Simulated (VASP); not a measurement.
# InSb3 (R-3m) in VASP: a series of runs

Runs on InSb3. Level: PBEsol. Tasks: single point.

All numbers are computed with VASP 6.6.1; they aren't measurements. Logs are shortened: lines on timing, memory, paths and dates and some standing lists are left out, and cuts for length are marked.

## (1) The cell of the first run

Symmetry: R-3m, No. 166, trigonal system. Conventional cell: a = 6.765 Å, b = 6.765 Å, c = 7.999 Å, α = 90.00°, β = 90.00°, γ = 120.00°. Within 4.3 Å of In (site symmetry -3m) lie 12 Sb at 3.31 to 3.38 Å. Sb (site symmetry 2/m) has 4 In at 3.31 to 3.38 Å and 8 Sb at 3.31 to 3.38 Å within 4.3 Å.

## (2) Single point, PBEsol

INCAR reads:

```
SYSTEM = InSb3
PREC     = Accurate       ! precision mode
ENCUT    = 520            ! plane-wave cutoff, eV
EDIFF    = 1E-6           ! SCF threshold, eV
ISMEAR   = 0              ! smearing method
SIGMA    = 0.15           ! smearing width, eV
LREAL    = .False.        ! projectors in reciprocal space
LASPH    = .True.         ! aspherical terms in the spheres
NELM     = 100            ! most SCF steps
ALGO     = Normal         ! electronic algorithm
ISIF     = 2              ! what is computed and relaxed
LWAVE    = .False.        ! write WAVECAR
LCHARG   = .False.        ! write CHGCAR
GGA      = PS             ! functional
NBANDS   = 22             ! bands
```

KPOINTS reads:

```
Automatic mesh
0
Gamma
  8 8 8
  0 0 0
```

POSCAR reads:

```
InSb3
1.0
    4.7284623064     -0.0550865859     -0.0550865859
   -0.0550865859      4.7284623064     -0.0550865859
   -0.0550865859     -0.0550865859      4.7284623064
In Sb
1 3
Direct
    0.0000000000      0.0000000000      0.0000000000
    0.5000000000      0.0000000000      0.5000000000
    0.0000000000      0.5000000000      0.5000000000
    0.5000000000      0.5000000000      0.0000000000
```

Potentials or basis: VASP PAW PBE potentials, release 64 (In_d, Sb).

The run is started by

```
$ cat potpaw_PBE.64/In_d/POTCAR potpaw_PBE.64/Sb/POTCAR > POTCAR
$ mpirun -np 1 vasp_std > vasp.out
```

OUTCAR:

```text
SYSTEM = InSb3
   PREC = Accurate
   ENCUT = 520
   EDIFF = 1E-6
   ISMEAR = 0
   LREAL = .False.
   LASPH = .True.
   NELM = 100
   ISIF = 2
   GGA = PS

 ion  position               nearest neighbor table
   1  0.000  0.000  0.000-   2 3.31   3 3.31   3 3.31   2 3.31   4 3.31   4 3.31   4 3.38   2 3.38
                             2 3.38   4 3.38   3 3.38   3 3.38
   2  0.500  0.000  0.500-   1 3.31   4 3.31   4 3.31   1 3.31   3 3.31   3 3.31   4 3.38   1 3.38
                             1 3.38   3 3.38   4 3.38   3 3.38
   3  0.000  0.500  0.500-   1 3.31   4 3.31   1 3.31   4 3.31   2 3.31   2 3.31   2 3.38   1 3.38
                             2 3.38   4 3.38   4 3.38   1 3.38
   4  0.500  0.500  0.000-   2 3.31   3 3.31   2 3.31   3 3.31   1 3.31   1 3.31   2 3.38   2 3.38
                             1 3.38   3 3.38   3 3.38   1 3.38

  LATTYP: Found a trigonal (rhomboedric) cell.
 ALAT       =     4.7291040216
 COS(alpha) =    -0.0231579914

  Lattice vectors:

 A1 = (   4.7284623064,  -0.0550865859,  -0.0550865859)
 A2 = (  -0.0550865859,   4.7284623064,  -0.0550865859)
 A3 = (  -0.0550865859,  -0.0550865859,   4.7284623064)

Analysis of symmetry for initial positions (statically):
=====================================================================
 Subroutine PRICEL returns:
 Original cell was already a primitive cell.

 Routine SETGRP: Setting up the symmetry group for a
 trigonal (rhombohedral) supercell.

 Subroutine GETGRP returns: Found 12 space group operations
 (whereof 12 operations were pure point group operations)
 out of a pool of 12 trial point group operations.

The static configuration has the point symmetry D_3d.

Analysis of symmetry for dynamics (positions and initial velocities):
=====================================================================
 Subroutine PRICEL returns:
 Original cell was already a primitive cell.

 Routine SETGRP: Setting up the symmetry group for a
 trigonal (rhombohedral) supercell.

 Subroutine GETGRP returns: Found 12 space group operations
 (whereof 12 operations were pure point group operations)
 out of a pool of 12 trial point group operations.

The dynamic configuration has the point symmetry D_3d.

 Subroutine INISYM returns: Found 12 space group operations
 (whereof 12 operations are pure point group operations),
 and found     1 'primitive' translations

----------------------------------------------------------------------------------------

                                     Primitive cell

  volume of cell :     105.6773

  direct lattice vectors                    reciprocal lattice vectors
     4.728462306 -0.055086586 -0.055086586     0.211543342  0.002493530  0.002493530
    -0.055086586  4.728462306 -0.055086586     0.002493530  0.211543342  0.002493530
    -0.055086586 -0.055086586  4.728462306     0.002493530  0.002493530  0.211543342

  length of vectors
     4.729104022  4.729104022  4.729104022     0.211572732  0.211572732  0.211572732

  position of ions in fractional coordinates (direct lattice)
     0.000000000  0.000000000  0.000000000
     0.500000000  1.000000000  0.500000000
     1.000000000  0.500000000  0.500000000
     0.500000000  0.500000000  0.000000000

  ion indices of the primitive-cell ions
   primitive index   ion index
                 1           1
                 2           2
                 3           3
                 4           4

----------------------------------------------------------------------------------------

 KPOINTS: Automatic mesh

Automatic generation of k-mesh.
 Grid dimensions read from file:
 generate k-points for:    8    8    8

 Generating k-lattice:

  Cartesian coordinates                     Fractional coordinates (reciprocal lattice)
     0.026442918  0.000311691  0.000311691     0.125000000 -0.000000000  0.000000000
     0.000311691  0.026442918  0.000311691    -0.000000000  0.125000000  0.000000000
     0.000311691  0.000311691  0.026442918     0.000000000  0.000000000  0.125000000

  Length of vectors
     0.026446592  0.026446592  0.026446592

  Shift w.r.t. Gamma in fractional coordinates (k-lattice)
     0.000000000  0.000000000  0.000000000

 Subroutine IBZKPT returns following result:
 ===========================================

 Found     65 irreducible k-points:

 Following reciprocal coordinates:
            Coordinates               Weight
  0.000000  0.000000  0.000000      1.000000
  0.125000  0.000000  0.000000      6.000000
  0.250000  0.000000  0.000000      6.000000
  0.375000  0.000000  0.000000      6.000000
  0.500000  0.000000  0.000000      3.000000
  0.125000  0.125000  0.000000      6.000000
[... 16 lines left out ...]
  0.250000  0.125000  0.125000      6.000000
  0.375000  0.125000  0.125000      6.000000
 [... further k-points ...]
   k-points           NKPTS =     65   k-points in BZ     NKDIM =     65   number of bands    NBANDS=     22
   number of dos      NEDOS =    301   number of ions     NIONS =      4
   total plane-waves  NPLWV =  46656
   dimension x,y,z NGX =    36 NGY =   36 NGZ =   36
   dimension x,y,z NGXF=    72 NGYF=   72 NGZF=   72
   ions per type =               1   3
   NGX,Y,Z   is equivalent  to a cutoff of  12.66, 12.66, 12.66 a.u.
   NGXF,Y,Z  is equivalent  to a cutoff of  25.31, 25.31, 25.31 a.u.
 SYSTEM =  InSb3
   PREC   = accura    normal or accurate (medium, high low for compatibility)
   ISTART =      0    job   : 0-new  1-cont  2-samecut
   ICHARG =      2    charge: 1-file 2-atom 10-const
   ISPIN  =      1    spin polarized calculation?
   LNONCOLLINEAR =      F non collinear calculations
   LSORBIT =      F    spin-orbit coupling
   LASPH  =      T    aspherical Exc in radial PAW
   ENCUT  =  520.0 eV  38.22 Ry    6.18 a.u.   8.79  8.79  8.79*2*pi/ulx,y,z
   NELM   =    100;   NELMIN=  2; NELMDL= -5     # of ELM steps
   EDIFF  = 0.1E-05   stopping-criterion for ELM
   LREAL  =      F    real-space projection
   EDIFFG = 0.1E-04   stopping-criterion for IOM
   NSW    =      0    number of steps for IOM
   IBRION =     -1    ionic relax: 0-MD 1-quasi-New 2-CG
   NFREE  =      0    steps in history (QN), initial steepest desc. (CG)
   ISIF   =      2    stress and relaxation
   ISYM   =      2    0-nonsym 1-usesym 2-fastsym
   POTIM  = 0.5000    time-step for ionic-motion
   TEBEG  =    0.0;   TEEND  =   0.0 temperature during run
   PSTRESS=    0.0 pullay stress
   NELECT =      28.0000    total number of electrons
   NUPDOWN=      -1.0000    fix difference up-down
   EMIN   =  10.00;   EMAX   =-10.00  energy-range for DOS
   EFERMI =   0.00;   METHOD = LEGACY
   ISMEAR =     0;   SIGMA  =   0.15  broadening in eV -4-tet -1-fermi 0-gaus
   EFERMI_NEDOS =   21; number of points for ismear=-14 and -15
   IALGO  =     38    algorithm
   IMIX   =      4    mixing-type and parameters
     AMIX     =   0.40;   BMIX     =  1.00
     AMIX_MAG =   1.60;   BMIX_MAG =  1.00
  volume/ion in A,a.u.               =      26.42       178.29
  Fermi-wavevector in a.u.,A,eV,Ry     =   1.051478  1.987006 15.042692  1.105607
  Thomas-Fermi vector in A             =   2.186523
   LORBIT       =      0    0 simple, 1 ext, 2 COOP (PROOUT), +10 PAW based schemes
   GGA     = PS    functional components
   LHFCALC =     F    Hartree Fock is set to
   AEXX    =    0.0000 exact exchange contribution
   IVDW    =     0    specifies the selected vdW correction
   LEPSILON=     F    determine dielectric tensor
   LRPA    =     F    only Hartree local field effects (RPA)
 non-spin polarized calculation
 Gauss-broadening in eV      SIGMA  =   0.15
  energy-cutoff  :      520.00
  volume of cell :      105.68
 maximum number of plane-waves:      2889
   NGX = 17   NGY = 17   NGZ = 17

 number of electron      28.0000011 magnetization

 Free energy of the ion-electron system (eV)
  ---------------------------------------------------
  ext. energy  EPLUGINS =         0.00000000
  ---------------------------------------------------
  free energy    TOTEN  =       -16.05569376 eV

  energy without entropy =      -16.03601449  energy(sigma->0) =      -16.04585413

 E-fermi :   8.2764     XC(G=0): -10.3965

 val. band max:        8.2695419276   @ k =  -0.3750   0.5000   0.1250
 cond. band min:       8.2925361101   @ k =   0.1250   0.1250   0.0000
 fundamental gap:      0.0229941826
 Fermi energy:         8.2763602140

 k-point     1 :       0.0000    0.0000    0.0000
  band No.  band energies     occupation
      1      -6.1837      2.00000
      2      -6.1837      2.00000
      3      -6.1624      2.00000
      4      -6.1624      2.00000
      5      -6.1611      2.00000
      6      -4.2427      2.00000
[... 14 lines left out ...]
     21      13.1318      0.00000
     22      13.6123      0.00000

 k-point     2 :       0.1250    0.0000    0.0000
  band No.  band energies     occupation
      1      -6.1827      2.00000
      2      -6.1810      2.00000
      3      -6.1645      2.00000
      4      -6.1637      2.00000
      5      -6.1616      2.00000
      6      -4.1425      2.00000
[... 14 lines left out ...]
     21      13.6906      0.00000
     22      13.8069      0.00000

 k-point     3 :       0.2500    0.0000    0.0000
  band No.  band energies     occupation
      1      -6.1806      2.00000
      2      -6.1754      2.00000
      3      -6.1693      2.00000
      4      -6.1678      2.00000
      5      -6.1613      2.00000
      6      -3.8460      2.00000
[... 14 lines left out ...]
     21      13.6920      0.00000
     22      14.0665      0.00000
[... 476 lines left out ...]
 k-point    23 :       0.2500    0.1250    0.1250
  band No.  band energies     occupation
      1      -6.1758      2.00000
      2      -6.1736      2.00000
      3      -6.1718      2.00000
      4      -6.1698      2.00000
      5      -6.1655      2.00000
      6      -3.6181      2.00000
[... 14 lines left out ...]
     21      13.6639      0.00000
     22      14.0795      0.00000

 k-point    24 :       0.3750    0.1250    0.1250
  band No.  band energies     occupation
      1      -6.1798      2.00000
      2      -6.1794      2.00000
      3      -6.1714      2.00000
      4      -6.1670      2.00000
      5      -6.1616      2.00000
      6      -3.1421      2.00000
[... 14 lines left out ...]
     21      13.1606      0.00000
     22      14.3461      0.00000

 [... further k-points ...]

------------------------ aborting loop because EDIFF is reached ----------------------------------------

  FORCE on cell =-STRESS in cart. coord.  units (eV):
  Direction    XX          YY          ZZ          XY          YZ          ZX
  --------------------------------------------------------------------------------------
  -------------------------------------------------------------------------------------
  Total        0.0605064      0.0605064      0.0605064      0.3174385      0.3174385      0.3174385
  in kB        0.9173405      0.9173405      0.9173405      4.8126981      4.8126981      4.8126981
  external PRESSURE =       0.9173405 kB  Pullay stress =       0.0000000 kB

 VOLUME and BASIS-vectors are now :
 -----------------------------------------------------------------------------
  energy-cutoff  :      520.00
  volume of cell :      105.68
      direct lattice vectors                 reciprocal lattice vectors
     4.728462306 -0.055086586 -0.055086586     0.211543342  0.002493530  0.002493530
    -0.055086586  4.728462306 -0.055086586     0.002493530  0.211543342  0.002493530
    -0.055086586 -0.055086586  4.728462306     0.002493530  0.002493530  0.211543342

 POSITION                                       TOTAL-FORCE (eV/Angst)
 -----------------------------------------------------------------------------------
      0.00000      0.00000      0.00000         0.000000      0.000000      0.000000
      2.33669     -0.05509      2.33669         0.000000      0.000000      0.000000
     -0.05509      2.33669      2.33669         0.000000     -0.000000     -0.000000
      2.33669      2.33669     -0.05509        -0.000000     -0.000000     -0.000000
 -----------------------------------------------------------------------------------
    total drift:                               -0.000000     -0.000000     -0.000000

  FREE ENERGIE OF THE ION-ELECTRON SYSTEM (eV)
  ---------------------------------------------------
  free  energy   TOTEN  =       -16.0556937618 eV

  energy  without entropy=      -16.0360144912  energy(sigma->0) =      -16.04585413
```

It took 2.3 min on 1 thread of Intel Xeon 8259CL, shared host; peak memory 0.3 GiB.

What came out:

```yaml
Free_energy: -16.0557 eV
Pressure: 0.1 GPa
Band_gap_on_the_k_mesh: zero (bands 14 and 15 overlap by 4.66 eV)
```

Caveat: the PAW data sets were made with another functional, which shifts forces and pressure a little; spin-orbit coupling is left out, which moves the levels of the heavy elements.

## (3) Single point, PBEsol

INCAR reads:

```
PREC     = Accurate       # precision mode
ENCUT    = 520            # plane-wave cutoff, eV
EDIFF    = 1E-6           # SCF threshold, eV
ISMEAR   = 0              # smearing method
SIGMA    = 0.15           # smearing width, eV
LREAL    = F              # projectors in reciprocal space
LASPH    = T              # aspherical terms in the spheres
NELM     = 80             # most SCF steps
ALGO     = Normal         # electronic algorithm
ISIF     = 2              # what is computed and relaxed
LWAVE    = F              # write WAVECAR
LCHARG   = F              # write CHGCAR
GGA      = PS             # functional
NBANDS   = 22             # bands
```

KPOINTS reads:

```
Automatic mesh
0
Gamma
  8 8 8
```

POSCAR reads:

```
InSb3
1.0
    4.7284623064      0.0550865859      0.0550865859
    0.0550865859      4.7284623064      0.0550865859
    0.0550865859      0.0550865859      4.7284623064
In Sb
1 3
Direct
    0.0000000000      0.0000000000      0.0000000000
    0.5000000000      0.0000000000      0.5000000000
    0.0000000000      0.5000000000      0.5000000000
    0.5000000000      0.5000000000      0.0000000000
```

Potentials or basis: VASP PAW PBE potentials, release 64 (In_d, Sb).

The run is started by

```
$ cat potpaw_PBE.64/In_d/POTCAR potpaw_PBE.64/Sb/POTCAR > POTCAR
$ mpirun -np 1 vasp_std > vasp.out
```

Wall time 2 min (1 thread of Intel Xeon 8259CL, shared host); peak memory 0.3 GiB.

Results (log left out):

| Property | Result |
| --- | --- |
| Free energy | -16.0555 eV |
| Pressure | 0.1 GPa |
| Band gap on the k mesh | zero (bands 14 and 15 overlap by 4.64 eV) |

Stress tensor (GPa, compression positive):
```
 0.10 -0.52 -0.52
-0.52  0.10 -0.52
-0.52 -0.52  0.10
```

Levels at points of the mesh, in eV from the Fermi level:
| k point | band 11 | band 12 | band 13 | band 14 | band 15 | band 16 | band 17 | band 18 |
| --- | --- | --- | --- | --- | --- | --- | --- | --- |
| (0.00, 0.00, 0.00) | -4.47 | -3.59 | 0.32 | 0.32 | 0.78 | 1.55 | 1.97 | 1.97 |
| (0.50, 0.00, 0.00) | -2.92 | -2.29 | -2.15 | -1.17 | -0.92 | 2.02 | 2.29 | 2.59 |
| (0.50, 0.50, 0.00) | -1.72 | -1.64 | -1.35 | -1.25 | -1.07 | -0.32 | 1.00 | 3.40 |
| (0.50, 0.50, 0.50) | -5.21 | -5.21 | -4.90 | 3.58 | 3.58 | 3.84 | 4.02 | 4.02 |

Caveat: the PAW data sets were made with another functional, which shifts forces and pressure a little; spin-orbit coupling is left out, which moves the levels of the heavy elements.

## (4) Single point, PBEsol

This run uses another cell than the first one, of 27.22 Å³/atom.

INCAR reads:

```
ALGO = Normal
EDIFF = 1E-7
ENCUT = 520
GGA = PS
ISIF = 2
ISMEAR = 0
LASPH = T
LCHARG = F
LREAL = F
LWAVE = F
NBANDS = 22
NELM = 80
PREC = Accurate
SIGMA = 0.15
```

KPOINTS reads:

```
k-points
0
Gamma
  8 8 8
```

POSCAR reads:

```
InSb3
1.0
    4.7757469295      0.0550865859      0.0550865859
    0.0550865859      4.7757469295      0.0550865859
    0.0550865859      0.0550865859      4.7757469295
In Sb
1 3
Direct
    0.0000000000      0.0000000000      0.0000000000
    0.5000000000      0.0000000000      0.5000000000
    0.0000000000      0.5000000000      0.5000000000
    0.5000000000      0.5000000000      0.0000000000
```

The run is started by

```
$ cat potpaw_PBE.64/In_d/POTCAR potpaw_PBE.64/Sb/POTCAR > POTCAR
$ mpirun -np 1 vasp_std > vasp.out
```

It took 1.9 min on 1 thread of Intel Xeon 8259CL, shared host; peak memory 0.3 GiB.

Results (log left out):

| Item | Value |
| --- | --- |
| Free energy | -16.0408 eV |
| Pressure | -1.6 GPa |
| Band gap on the k mesh | zero (bands 14 and 15 overlap by 4.47 eV) |

Stress tensor (GPa, compression positive):
```
-1.59 -0.45 -0.45
-0.45 -1.59 -0.45
-0.45 -0.45 -1.59
```

Levels at points of the mesh, in eV from the Fermi level:
```csv
k point,band 11,band 12,band 13,band 14,band 15,band 16,band 17,band 18
"(0.00, 0.00, 0.00)",-4.32,-3.58,0.33,0.33,0.76,1.53,1.94,1.94
"(0.50, 0.00, 0.00)",-2.82,-2.19,-2.05,-1.11,-0.86,1.96,2.15,2.50
"(0.50, 0.50, 0.00)",-1.68,-1.63,-1.30,-1.20,-1.02,-0.35,1.06,3.29
"(0.50, 0.50, 0.50)",-5.03,-5.03,-4.81,3.45,3.45,3.69,3.87,3.87
```

Caveat: the PAW data sets were made with another functional, which shifts forces and pressure a little; spin-orbit coupling is left out, which moves the levels of the heavy elements.

## (5) Single point, PBEsol

This run uses another cell than the first one, of 27.22 Å³/atom.

INCAR reads:

```
SYSTEM = InSb3
PREC = Accurate
ENCUT = 520
EDIFF = 1E-7
ISMEAR = 0
SIGMA = 0.15
LREAL = .FALSE.
LASPH = .TRUE.
NELM = 100
ALGO = Normal
ISIF = 2
LWAVE = .FALSE.
LCHARG = .TRUE.
GGA = PS
LELF = .TRUE.
LVHAR = .TRUE.
NBANDS = 22
```

KPOINTS reads:

```
Automatic mesh
0
G
  8 8 8
  0 0 0
```

POSCAR reads:

```
InSb3
1.0
    4.7757469295     -0.0550865859     -0.0550865859
   -0.0550865859      4.7757469295     -0.0550865859
   -0.0550865859     -0.0550865859      4.7757469295
In Sb
1 3
Direct
    0.0000000000      0.0000000000      0.0000000000
    0.5000000000      0.0000000000      0.5000000000
    0.0000000000      0.5000000000      0.5000000000
    0.5000000000      0.5000000000      0.0000000000
```

The run is started by

```
$ cat potpaw_PBE.64/In_d/POTCAR potpaw_PBE.64/Sb/POTCAR > POTCAR
$ mpirun -np 1 vasp_std > vasp.out
```

Run time: 2.6 min. Hardware: 1 thread of Intel Xeon 8259CL, shared host; peak memory 0.3 GiB.

It converged, with:

| Quantity | Value |
| --- | --- |
| Free energy | -16.0407 eV |
| Pressure | -1.6 GPa |
| Band gap on the k mesh | zero (bands 14 and 15 overlap by 4.49 eV) |

Stress tensor (GPa, compression positive):
```
-1.60  0.43  0.43
 0.43 -1.60  0.43
 0.43  0.43 -1.60
```

Levels at points of the mesh, in eV from the Fermi level:
```
           k point  band 12  band 13  band 14  band 15  band 16  band 17
(0.00, 0.00, 0.00)    -3.58     0.21     0.58     0.58     1.71     1.71
(0.50, 0.00, 0.00)    -2.20    -2.04    -1.11    -0.86     1.99     2.11
(0.50, 0.50, 0.00)    -1.61    -1.30    -1.17    -1.06    -0.33     1.06
(0.50, 0.50, 0.50)    -4.99    -4.81     3.43     3.43     3.73     3.87
```

Caveat: the PAW data sets were made with another functional, which shifts forces and pressure a little; spin-orbit coupling is left out, which moves the levels of the heavy elements.

## (6) Overview

| cell | gap on the mesh (eV) | pressure (GPa) |
| --- | --- | --- |
| a = 4.729 Å, angles 91.3°, 4 atoms | none | 0.1 |
| a = 4.729 Å, angles 88.7°, 4 atoms | none | 0.1 |
| a = 4.776 Å, angles 88.7°, 4 atoms | none | -1.6 |
| a = 4.776 Å, angles 91.3°, 4 atoms | none | -1.6 |

Alike in all rows: task single point; level PBEsol; potentials or basis VASP PAW PBE potentials, release 64 (In_d, Sb); no spin polarisation; k mesh 8 × 8 × 8; cutoff (eV) 520; smearing gaussian 0.15 eV.

Caveats: the PAW data sets were made with another functional, which shifts forces and pressure a little; spin-orbit coupling is left out, which moves the levels of the heavy elements.

Absolute energies hang on the potentials; compare differences alone.
